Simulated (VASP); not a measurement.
TiAl3: single point with PBE

Crystal: TiAl3.

```xyz
4
Lattice="-1.9111 1.9111 4.2807 1.9111 -1.9111 4.2807 1.9111 1.9111 -4.2807" Properties=species:S:1:pos:R:3 pbc="T T T"
Ti    0.0000    0.0000    0.0000
Al    1.9111    0.0000    2.1403
Al    0.0000    1.9111    2.1403
Al    0.0000    0.0000    4.2807
```

```json
{"Program": "VASP 6.6.1", "Task": "single point", "Functional": "PBE", "Potentials or basis": "VASP PAW PBE potentials, release 64 (Ti_sv, Al)", "Cutoff": "520 eV", "k mesh": "10 × 10 × 10", "Occupations": "gaussian, width 0.015 eV", "Spin": "no spin polarisation", "Dipole correction": "no", "Further INCAR settings": "ALGO = Normal; EDIFF = 1e-07; NBANDS = 18"}
```

| Item | Value |
| --- | --- |
| Pressure | 2.1 GPa |
| Band gap on the k mesh | zero (an odd number of electrons rules out a gap without spin polarisation) |

Stress tensor (GPa, compression positive):
```
2.14 0.00 0.00
0.00 2.14 0.00
0.00 0.00 1.91
```

Levels at points of the mesh, in eV from the Fermi level:
```csv
k point,band 9,band 10,band 11,band 12,band 13,band 14
"(0.00, 0.00, 0.00)",-1.24,-1.24,0.83,1.74,1.74,2.23
"(0.50, 0.00, 0.00)",-1.07,-0.27,0.50,1.82,2.09,2.72
"(0.50, 0.50, 0.00)",-2.72,-2.21,-1.00,1.77,1.96,2.70
"(0.50, 0.50, 0.50)",-0.93,-0.24,0.70,0.70,0.95,3.07
```

It took 2.5 min on 1 thread of Intel(R) Xeon(R) 6975P-C (Granite Rapids), on a shared host, peak memory 0.3 GiB.
